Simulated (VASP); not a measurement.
Wanted: the native input for a VASP 6.6.1 run.

```
Task                   : single point
Functional             : PBE
Potentials or basis    : VASP PAW PBE potentials, release 64 (Ru_pv)
Cutoff                 : 520 eV
k mesh                 : 24 × 24 × 12
Occupations            : gaussian, width 0.15 eV
Spin                   : no spin polarisation
Dipole correction      : no
Further INCAR settings : ALGO = Fast; EDIFF = 1e-06; NBANDS = 21
```

The structure of Ru lies in POSCAR:

```
Ru
1.0
    2.7820588323      0.0000000000      0.0000000000
   -1.3910294162      2.4093336236      0.0000000000
    0.0000000000      0.0000000000      4.0503734917
Ru
2
Direct
    0.3333333333      0.6666666667      0.2500000000
    0.6666666667      0.3333333333      0.7500000000
```

This cell differs from its parent crystal: ratio of the length along z to the lengths across it x 0.92, volume and fractional coordinates fixed.

These files were run (other wordings do the same):

INCAR

```
SYSTEM = Ru
  PREC = Accurate
  ENCUT = 520
  EDIFF = 1E-6
  ISMEAR = 0
  SIGMA = 0.15
  LREAL = .FALSE.
  LASPH = .TRUE.
  NELM = 80
  ALGO = Fast
  ISIF = 2
  LWAVE = .FALSE.
  LCHARG = .TRUE.
  GGA = PE
  LELF = .TRUE.
  LVHAR = .TRUE.
  NBANDS = 21
```

KPOINTS

```
regular mesh
0
G
  24 24 12
  0 0 0
```

Potentials or basis: VASP PAW PBE potentials, release 64 (Ru_pv).

Launch:

```console
$ cat potpaw_PBE.64/Ru_pv/POTCAR > POTCAR
$ mpirun -np 1 vasp_std > vasp.out
```

Results of the run:

```yaml
Pressure: 8.0 GPa
Band_gap_on_the_k_mesh: zero (band 14 reaches 14.13 eV, above the bottom of band 15 at 11.16 eV)
```

Wall time 2.3 min on 1 thread of AMD EPYC 9R45 96-Core Processor (Zen 5) (shared host), peak memory 0.26 GiB.
